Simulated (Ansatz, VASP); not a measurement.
**One calculation of LiF, two programs**

```
Li F
1.0
     0.00000    1.79436    2.53723
     1.79436    0.00000    2.53723
     1.79436    1.79436    0.00000
Li F
1 1
Direct
  0.00000 0.00000 0.00000
  0.50000 0.50000 0.50000
```

Alike in both runs: task single point; functional PBE; k mesh 12 × 12 × 12; occupations gaussian, width 0.05 eV; no spin polarisation.

|  | VASP | Ansatz |
| --- | --- | --- |
| version | VASP 6.6.1 | Ansatz 0.2.0 |
| potentials or method | VASP PAW PBE potentials, release 64 (Li_sv, F), cutoff 520 eV | scalar-relativistic, plane waves, PAW |
| valence electrons in the cell | 10 | 10 |

Ansatz gave:

| Item | Value |
| --- | --- |
| gap on the k mesh at the Fermi level (eV) | 8.35 |
| least direct gap on the mesh (eV) | 8.69 |

Question: Estimate VASP's values.

Answer: gap on the k mesh at the Fermi level (eV): 8.34; least direct gap on the mesh (eV): 8.67.

Noted on VASP's run: the cutoff is short for stress, so the pressure is rough.
